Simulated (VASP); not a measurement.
BiS, 2 atoms in the cell. Symmetry: P-6m2, No. 187, hexagonal system. Conventional cell: a = 3.726 Å, b = 3.726 Å, c = 4.124 Å, α = 90.00°, β = 90.00°, γ = 120.00°. Within 3.9 Å of Bi (site symmetry -6m2) lie 6 S at 2.98 Å and 6 Bi at 3.73 Å. Within 3.9 Å of S (site symmetry -6m2) lie 6 Bi at 2.98 Å and 6 S at 3.73 Å. 

```yaml
Program: VASP 6.6.1
Task: relaxation of shape and atoms at fixed volume
Functional: r2SCAN
Potentials_or_basis: VASP PAW PBE potentials, release 64 (Bi_d, S)
Cutoff: 600 eV
k_mesh: 10 × 10 × 8
Occupations: gaussian, width 0.05 eV
Spin: no spin polarisation
Dipole_correction: no
Further_INCAR_settings: ALGO = Normal; EDIFF = 1e-06; IBRION = 2; EDIFFG = -0.02; NSW = 60; ISIF = 4
```

Potentials or basis: VASP PAW PBE potentials, release 64 (Bi_d, S).

Run with:

```bash
$ cat potpaw_PBE.64/Bi_d/POTCAR potpaw_PBE.64/S/POTCAR > POTCAR
$ cp INCAR.step1 INCAR
$ mpirun -np 1 vasp_std > vasp.out
$ cp INCAR.step2 INCAR
$ mpirun -np 1 vasp_std > vasp.out
```

Hardware: 1 thread of Oxide Virtual Turin-like Processor (shared host).

How long does it take, and how much memory?

It took 4.7 min on 1 thread of Oxide Virtual Turin-like Processor (shared host), peak memory 0.2 GiB. Counts: k points 70, ion steps 2.
